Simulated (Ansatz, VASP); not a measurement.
**One calculation of Si, two programs**

```
Si
1.0
     0.02173    2.71130    2.68956
     2.71130    0.02173    2.68956
     2.73303    2.73303    0.00000
Si
2
Direct
  0.00114 0.00114 0.99886
  0.24886 0.24886 0.25114
```

Change from the starting cell: strained cell.

Alike in both runs: functional PBEsol; k mesh 10 × 10 × 10; occupations gaussian, width 0.02 eV; no spin polarisation.

Ansatz relaxed the structure, and its values are those at the end. VASP's run is a single point on that final structure, the one shown.

|  | VASP | Ansatz |
| --- | --- | --- |
| version | VASP 6.6.1 | Ansatz 0.2.0 |
| potentials or method | VASP PAW PBE potentials, release 64 (Si), cutoff 500 eV | scalar-relativistic, plane waves, PAW |
| valence electrons in the cell | 8 | 8 |

Ansatz gave:

| Property | Result |
| --- | --- |
| gap on the k mesh at the Fermi level (eV) | 0.33 |
| least direct gap on the mesh (eV) | 2.39 |
| pressure (GPa) | 1.4 |

Question: Which values does VASP return?

Answer: gap on the k mesh at the Fermi level (eV): 0.32; least direct gap on the mesh (eV): 2.38; pressure (GPa): 1.5.

VASP's potentials were made for PBE, not for PBEsol, and Ansatz warns of the same on its side. Ansatz's warnings: stress scf threshold loose.
